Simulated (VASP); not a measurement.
# Mg3SiO3 in VASP: notebook

Mg3SiO3 is run at these levels: PBE; tasks: single point.

Program: VASP 6.6.1. These are calculated values, not measurements. Logs are shortened: lines on timing, memory, paths and dates and some standing lists are left out, and cuts for length are marked.

### 1 The cell of the first run

The cell holds a slab with vacuum, 7 atoms: a = 3.009 Å, b = 3.009 Å, c = 19.780 Å, α = 90.00°, β = 90.00°, γ = 90.00°.

### 2 Single point, PBE, collinear spin

INCAR

```
SYSTEM = Mg3SiO3
PREC     = Accurate       ! precision mode
ENCUT    = 520            ! plane-wave cutoff, eV
EDIFF    = 1E-6           ! SCF threshold, eV
ISMEAR   = 0              ! smearing method
SIGMA    = 0.05           ! smearing width, eV
LREAL    = .FALSE.        ! projectors in reciprocal space
LASPH    = .TRUE.         ! aspherical terms in the spheres
NELM     = 150            ! most SCF steps
ALGO     = Normal         ! electronic algorithm
ISIF     = 2              ! what is computed and relaxed
LWAVE    = .FALSE.        ! write WAVECAR
LCHARG   = .FALSE.        ! write CHGCAR
ISPIN    = 2              ! spin polarisation
MAGMOM   = 0 0 0 0 0 0 2  ! initial moments
LORBIT   = 11             ! projections on sites
LDIPOL   = .TRUE.       
IDIPOL   = 3            
DIPOL    = 0.5 0.5 0.346
GGA      = PE             ! functional
NBANDS   = 27             ! bands
```

KPOINTS

```
regular mesh
0
G
  9 9 1
  0 0 0
```

POSCAR

```
Mg3SiO3
1.0
    3.0085896295      0.0000000000      0.0000000000
    0.0000000000      3.0085896295      0.0000000000
    0.0000000000      0.0000000000     19.7799623107
Mg O Si
3 3 1
Direct
    0.5000000000      0.5000000000      0.2022248545
    0.0000000000      0.0000000000      0.3100331116
    0.5000000000      0.5000000000      0.4161289118
    0.0000000000      0.0000000000      0.2022248545
    0.5000000000      0.5000000000      0.3095409235
    0.0000000000      0.0000000000      0.4186035434
    0.0000000000      0.5000000000      0.5641916543
```

Potentials or basis: VASP PAW PBE potentials, release 64 (Mg, O, Si).

Command:

```
$ cat potpaw_PBE.64/Mg/POTCAR potpaw_PBE.64/O/POTCAR potpaw_PBE.64/Si/POTCAR > POTCAR
$ mpirun -np 1 vasp_std > vasp.out
```

OUTCAR:

```text
SYSTEM = Mg3SiO3
   PREC = Accurate
   ENCUT = 520
   EDIFF = 1E-6
   ISMEAR = 0
   LREAL = .FALSE.
   LASPH = .TRUE.
   NELM = 150
   ISIF = 2
   ISPIN = 2
   LORBIT = 11
   GGA = PE

 ion  position               nearest neighbor table
   1  0.500  0.500  0.202-   5 2.12   4 2.13   4 2.13   4 2.13   4 2.13   2 3.01   2 3.01   2 3.01
                             2 3.01
   2  0.000  0.000  0.310-   5 2.13   5 2.13   5 2.13   5 2.13   4 2.13   6 2.15   3 2.99   3 2.99
                             3 2.99   3 2.99   1 3.01   1 3.01   1 3.01   1 3.01
   3  0.500  0.500  0.416-   5 2.11   6 2.13   6 2.13   6 2.13   6 2.13   2 2.99   2 2.99   2 2.99
                             2 2.99   7 3.29   7 3.29
   4  0.000  0.000  0.202-   1 2.13   1 2.13   1 2.13   1 2.13   2 2.13
   5  0.500  0.500  0.310-   3 2.11   1 2.12   2 2.13   2 2.13   2 2.13   2 2.13
   6  0.000  0.000  0.419-   3 2.13   3 2.13   3 2.13   3 2.13   2 2.15
   7  0.000  0.500  0.564-   3 3.29   3 3.29

  LATTYP: Found a simple tetragonal cell.
 ALAT       =     3.0085896295
 C/A-ratio  =     6.5744966069

  Lattice vectors:

 A1 = (   3.0085896295,   0.0000000000,   0.0000000000)
 A2 = (   0.0000000000,   3.0085896295,   0.0000000000)
 A3 = (   0.0000000000,   0.0000000000,  19.7799623107)

Analysis of symmetry for initial positions (statically):
=====================================================================
 Subroutine PRICEL returns:
 Original cell was already a primitive cell.

 Routine SETGRP: Setting up the symmetry group for a
 simple tetragonal supercell.

 Subroutine GETGRP returns: Found  4 space group operations
 (whereof  4 operations were pure point group operations)
 out of a pool of 16 trial point group operations.

The static configuration has the point symmetry C_2v.

Analysis of symmetry for dynamics (positions and initial velocities):
=====================================================================
 Subroutine PRICEL returns:
 Original cell was already a primitive cell.

 Routine SETGRP: Setting up the symmetry group for a
 simple tetragonal supercell.

 Subroutine GETGRP returns: Found  4 space group operations
 (whereof  4 operations were pure point group operations)
 out of a pool of 16 trial point group operations.

The dynamic configuration has the point symmetry C_2v.

Analysis of structural, dynamic, and magnetic symmetry:
=====================================================================
 Subroutine PRICEL returns:
 Original cell was already a primitive cell.

 Routine SETGRP: Setting up the symmetry group for a
 simple tetragonal supercell.

 Subroutine GETGRP returns: Found  4 space group operations
 (whereof  4 operations were pure point group operations)
 out of a pool of 16 trial point group operations.

The overall configuration has the point symmetry C_2v.

 Subroutine INISYM returns: Found  4 space group operations
 (whereof  4 operations are pure point group operations),
 and found     1 'primitive' translations

----------------------------------------------------------------------------------------

                                     Primitive cell

  volume of cell :     179.0405

  direct lattice vectors                    reciprocal lattice vectors
     3.008589629  0.000000000  0.000000000     0.332381655  0.000000000  0.000000000
     0.000000000  3.008589629  0.000000000     0.000000000  0.332381655  0.000000000
     0.000000000  0.000000000 19.779962311     0.000000000  0.000000000  0.050556214

  length of vectors
     3.008589629  3.008589629 19.779962311     0.332381655  0.332381655  0.050556214

  position of ions in fractional coordinates (direct lattice)
     0.500000000  0.500000000  0.202224855
     0.000000000  0.000000000  0.310033112
     0.500000000  0.500000000  0.416128912
     0.000000000  0.000000000  0.202224855
     0.500000000  0.500000000  0.309540924
     0.000000000  0.000000000  0.418603543
     0.000000000  0.500000000  0.564191654

  ion indices of the primitive-cell ions
   primitive index   ion index
                 1           1
                 2           2
                 3           3
                 4           4
                 5           5
[... 63 lines left out ...]
 SYSTEM =  Mg3SiO3
   PREC   = accura    normal or accurate (medium, high low for compatibility)
   ISTART =      0    job   : 0-new  1-cont  2-samecut
   ICHARG =      2    charge: 1-file 2-atom 10-const
   ISPIN  =      2    spin polarized calculation?
   LNONCOLLINEAR =      F non collinear calculations
   LSORBIT =      F    spin-orbit coupling
   LASPH  =      T    aspherical Exc in radial PAW
   ENCUT  =  520.0 eV  38.22 Ry    6.18 a.u.   5.59  5.59 36.78*2*pi/ulx,y,z
   NELM   =    150;   NELMIN=  2; NELMDL= -5     # of ELM steps
   EDIFF  = 0.1E-05   stopping-criterion for ELM
   LREAL  =      F    real-space projection
   EDIFFG = 0.1E-04   stopping-criterion for IOM
   NSW    =      0    number of steps for IOM
   IBRION =     -1    ionic relax: 0-MD 1-quasi-New 2-CG
   NFREE  =      0    steps in history (QN), initial steepest desc. (CG)
   ISIF   =      2    stress and relaxation
   ISYM   =      2    0-nonsym 1-usesym 2-fastsym
   POTIM  = 0.5000    time-step for ionic-motion
   TEBEG  =    0.0;   TEEND  =   0.0 temperature during run
   PSTRESS=    0.0 pullay stress
   NELECT =      28.0000    total number of electrons
   NUPDOWN=      -1.0000    fix difference up-down
   EMIN   =  10.00;   EMAX   =-10.00  energy-range for DOS
   EFERMI =   0.00;   METHOD = LEGACY
   ISMEAR =     0;   SIGMA  =   0.05  broadening in eV -4-tet -1-fermi 0-gaus
   EFERMI_NEDOS =   21; number of points for ismear=-14 and -15
   IALGO  =     38    algorithm
   IMIX   =      4    mixing-type and parameters
     AMIX     =   0.40;   BMIX     =  1.00
     AMIX_MAG =   1.60;   BMIX_MAG =  1.00
  volume/ion in A,a.u.               =      25.58       172.60
  Fermi-wavevector in a.u.,A,eV,Ry     =   0.882017  1.666771 10.584711  0.777954
  Thomas-Fermi vector in A             =   2.002592
   LORBIT       =     11    0 simple, 1 ext, 2 COOP (PROOUT), +10 PAW based schemes
   GGA     = PE    functional components
   LHFCALC =     F    Hartree Fock is set to
   AEXX    =    0.0000 exact exchange contribution
   IVDW    =     0    specifies the selected vdW correction
   LEPSILON=     F    determine dielectric tensor
   LRPA    =     F    only Hartree local field effects (RPA)
 spin polarized calculation
 Gauss-broadening in eV      SIGMA  =   0.05
  energy-cutoff  :      520.00
  volume of cell :      179.04
 maximum number of plane-waves:      4849
 NGX is ok and might be reduce to    24
   NGX = 11   NGY = 11   NGZ = 73

 dipolmoment           0.000000      0.000000     -0.007118 electrons x Angstroem

 number of electron      28.0000004 magnetization       0.0000631

 number of electron      28.0000004 magnetization      -0.0000030

 dipolmoment           0.000000      0.000000      0.078677 electrons x Angstroem

 Free energy of the ion-electron system (eV)
  ---------------------------------------------------
  ext. energy  EPLUGINS =         0.00000000
  ---------------------------------------------------
  free energy    TOTEN  =       -38.23255872 eV

  energy without entropy =      -38.23203724  energy(sigma->0) =      -38.23229798

 E-fermi :   0.1741     XC(G=0):  -5.6459

 val. band max:        0.1089298262   @ k =   0.3333   0.3333   0.0000
 cond. band min:       0.2372872842   @ k =   0.0000   0.3333   0.0000
 fundamental gap:      0.1283574580
 Fermi energy:         0.1740983912

 spin component 1

 k-point     1 :       0.0000    0.0000    0.0000
  band No.  band energies     occupation
      1     -18.4268      1.00000
      2     -17.6728      1.00000
      3     -17.2906      1.00000
      4      -8.5429      1.00000
      5      -4.9731      1.00000
      6      -3.6883      1.00000
[... 685 lines left out ...]
     25       8.8606      0.00000
     26       9.1295      0.00000

 [... further k-points ...]

 spin component 2

 k-point     1 :       0.0000    0.0000    0.0000
  band No.  band energies     occupation
      1     -18.4268      1.00000
      2     -17.6728      1.00000
      3     -17.2906      1.00000
      4      -8.5429      1.00000
      5      -4.9731      1.00000
      6      -3.6883      1.00000
[... 685 lines left out ...]
     25       8.8478      0.00000
     26       9.1264      0.00000

 [... further k-points ...]

 [bands above 26 left out]

------------------------ aborting loop because EDIFF is reached ----------------------------------------

 vacuum level on the upper side and lower side of the slab       (xc-potential included)         0.436        -0.861

  FORCE on cell =-STRESS in cart. coord.  units (eV):
  Direction    XX          YY          ZZ          XY          YZ          ZX
  --------------------------------------------------------------------------------------
  -------------------------------------------------------------------------------------
  Total       -6.4189398     -7.0770536     -0.0658381      0.0000000      0.0000000      0.0000000
  in kB      -57.4410690    -63.3303220     -0.5891641      0.0000000      0.0000000      0.0000000
  external PRESSURE =     -40.4535184 kB  Pullay stress =       0.0000000 kB

 VOLUME and BASIS-vectors are now :
 -----------------------------------------------------------------------------
  energy-cutoff  :      520.00
  volume of cell :      179.04
      direct lattice vectors                 reciprocal lattice vectors
     3.008589629  0.000000000  0.000000000     0.332381655  0.000000000  0.000000000
     0.000000000  3.008589629  0.000000000     0.000000000  0.332381655  0.000000000
     0.000000000  0.000000000 19.779962311     0.000000000  0.000000000  0.050556214

 POSITION                                       TOTAL-FORCE (eV/Angst)
 -----------------------------------------------------------------------------------
      1.50429      1.50429      4.00000         0.000000      0.000000      0.444776
      0.00000      0.00000      6.13244         0.000000      0.000000     -0.079255
      1.50429      1.50429      8.23101         0.000000      0.000000      0.332976
      0.00000      0.00000      4.00000         0.000000      0.000000     -0.424697
      1.50429      1.50429      6.12271         0.000000      0.000000      0.027654
      0.00000      0.00000      8.27996         0.000000      0.000000     -0.299661
      0.00000      1.50429     11.15969         0.000000      0.000000     -0.001793
 -----------------------------------------------------------------------------------
    total drift:                                0.000000     -0.000000     -0.001413

  FREE ENERGIE OF THE ION-ELECTRON SYSTEM (eV)
  ---------------------------------------------------
  free  energy   TOTEN  =       -38.2325587245 eV

  energy  without entropy=      -38.2320372386  energy(sigma->0) =      -38.23229798

 vacuum level on the upper side and lower side of the slab         4.404         3.000

 total charge

# of ion       s       p       d       tot
------------------------------------------
    1        0.141   0.150   0.062   0.352
    2        0.147   0.171   0.073   0.391
    3        0.142   0.154   0.063   0.359
    4        1.543   3.492   0.000   5.034
    5        1.543   3.543   0.000   5.086
    6        1.550   3.476   0.000   5.026
    7        0.898   0.569   0.000   1.467
--------------------------------------------------
tot          5.963  11.554   0.198  17.715

 magnetization (x)

# of ion       s       p       d       tot
------------------------------------------
    1       -0.000  -0.000  -0.000  -0.000
    2       -0.000  -0.000  -0.000  -0.000
    3        0.000   0.000   0.000   0.000
    4        0.000   0.000   0.000   0.000
    5        0.000   0.000   0.000   0.000
    6        0.000  -0.000   0.000  -0.000
    7       -0.000   0.000   0.000   0.000
--------------------------------------------------
tot         -0.000   0.000  -0.000   0.000
```

It took 5.2 min on 1 thread of Intel Xeon 6975P-C (Granite Rapids), shared host; peak memory 0.43 GiB.

Results:

```
Free energy                                           : -38.2326 eV
Largest force                                         : 0.445 eV/Å
Band gap on the k mesh                                : zero (filled and empty bands overlap)
Net moment                                            : 0.00 μB per cell
Valence electrons inside the program's atomic spheres : Mg 0.35, 0.39, 0.36; O 5.03, 5.09 (each value once); Si 1.47
```

Forces in eV/Å, atoms in the order of the input:
```
Mg   0.000  0.000  0.445
Mg   0.000  0.000 -0.079
Mg   0.000  0.000  0.333
O    0.000  0.000 -0.425
O    0.000  0.000  0.028
O    0.000  0.000 -0.300
Si   0.000  0.000 -0.002
```

Levels at points of the mesh, in eV from the Fermi level:
Spin up:
```
           k point  band 12  band 13  band 14  band 15  band 16  band 17
(0.00, 0.00, 0.00)    -1.88    -1.87    -0.93     1.51     3.29     3.46
```
Spin down:
| k point | band 12 | band 13 | band 14 | band 15 | band 16 | band 17 |
| --- | --- | --- | --- | --- | --- | --- |
| (0.00, 0.00, 0.00) | -1.88 | -1.87 | -0.93 | 1.51 | 3.29 | 3.45 |

### 3 Single point, PBE, collinear spin

Edit INCAR of step 2 so:

```diff
@@ -9,3 +9,3 @@
 NELM     = 150            ! most SCF steps
-ALGO     = Normal         ! electronic algorithm
+ALGO     = Fast           ! electronic algorithm
 ISIF     = 2              ! what is computed and relaxed
```

KPOINTS is that of step 2.

POSCAR is that of step 2.

Potentials or basis: VASP PAW PBE potentials, release 64 (Mg, O, Si).

Command:

```
$ cat potpaw_PBE.64/Mg/POTCAR potpaw_PBE.64/O/POTCAR potpaw_PBE.64/Si/POTCAR > POTCAR
$ mpirun -np 1 vasp_std > vasp.out
```

Run time: 11 min. Hardware: 1 thread of Oxide Virtual Turin-like, shared host; peak memory 0.42 GiB.

It converged, with:

```
Free energy                                           : -38.2326 eV
Largest force                                         : 0.445 eV/Å
Band gap on the k mesh                                : zero (filled and empty bands overlap)
Net moment                                            : 0.00 μB per cell
Valence electrons inside the program's atomic spheres : Mg 0.35, 0.39, 0.36; O 5.03, 5.09 (each value once); Si 1.47
```

Forces in eV/Å, atoms in the order of the input:
```
Mg   0.000  0.000  0.445
Mg   0.000  0.000 -0.079
Mg   0.000  0.000  0.333
O    0.000  0.000 -0.424
O    0.000  0.000  0.028
O    0.000  0.000 -0.300
Si   0.000  0.000 -0.002
```

Levels at points of the mesh, in eV from the Fermi level:
Spin up:
| k point | band 11 | band 12 | band 13 | band 14 | band 15 | band 16 | band 17 | band 18 |
| --- | --- | --- | --- | --- | --- | --- | --- | --- |
| (0.00, 0.00, 0.00) | -2.24 | -1.88 | -1.87 | -0.93 | 1.51 | 3.28 | 3.44 | 4.86 |
Spin down:
```tsv
k point	band 11	band 12	band 13	band 14	band 15	band 16	band 17	band 18
(0.00, 0.00, 0.00)	-2.24	-1.88	-1.87	-0.93	1.51	3.29	3.47	4.86
```

The gap in the log of VASP goes by the Fermi energy; the results here count the filled bands.